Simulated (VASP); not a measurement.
C, 3 atoms in the cell. Symmetry: Fm-3m, No. 225, cubic system. Conventional cell: a = 4.012 Å, b = 4.012 Å, c = 4.012 Å, α = 90.00°, β = 90.00°, γ = 90.00°. Within 2.3 Å of C (site symmetry -43m) lie 10 C at 1.74 to 2.01 Å. Within 2.3 Å of C (site symmetry m-3m) lie 8 C at 1.74 Å. 

```yaml
Program: VASP 6.6.1
Task: relaxation of cell and atoms
Functional: PBE
Potentials_or_basis: VASP PAW PBE potentials, release 64 (C)
Cutoff: 600 eV
k_mesh: 8 × 8 × 8
Occupations: gaussian, width 0.1 eV
Spin: no spin polarisation
Dipole_correction: no
Further_INCAR_settings: ALGO = Normal; EDIFF = 1e-07; IBRION = 2; EDIFFG = -0.04; NSW = 90; ISIF = 3
```

Potentials or basis: VASP PAW PBE potentials, release 64 (C).

Command:

```console
$ cat potpaw_PBE.64/C/POTCAR > POTCAR
$ mpirun -np 1 vasp_std > vasp.out
```

Hardware: 1 thread of Intel(R) Xeon(R) 6975P-C (Granite Rapids), with other jobs on the host.

Problem. Estimate the wall time of this run.

Solution. It took 5.8 s on 1 thread of Intel(R) Xeon(R) 6975P-C (Granite Rapids) (shared host), peak memory 0.12 GiB. Counts: scf iterations 28, k points 29, ion steps 3.
